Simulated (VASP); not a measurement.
Input of a VASP 6.6.1 run:

INCAR

```
ALGO = Normal
EDIFF = 1E-6
ENCUT = 520
GGA = PS
ISIF = 2
ISMEAR = -1
IVDW = 12
LASPH = True
LCHARG = False
LREAL = False
LWAVE = False
NBANDS = 11
NELM = 60
PREC = Accurate
SIGMA = 0.05
```

Contents of KPOINTS:

```
k-points
0
Gamma
  10 10 10
```

Contents of POSCAR:

```
AlN
1.0
    0.0000000000      2.1763039352      2.1763039352
    2.1763039352      0.0000000000      2.1763039352
    2.1763039352      2.1763039352      0.0000000000
Al N
1 1
Direct
    0.0000000000      0.0000000000      0.0000000000
    0.2500000000      0.2500000000      0.2500000000
```

Potentials or basis: VASP PAW PBE potentials, release 64 (Al, N).

Launch:

```bash
$ cat potpaw_PBE.64/Al/POTCAR potpaw_PBE.64/N/POTCAR > POTCAR
$ mpirun -np 1 vasp_std > vasp.out
```

Problem. Estimate the band gap on the k mesh.

Solution. 3.19 eV, indirect (least direct gap 4.23 eV).

Problem. Estimate the pressure.

Solution. 0.0 GPa.

Caveat: the PAW data sets were made with another functional, which shifts forces and pressure a little. A k mesh can miss the band edges.
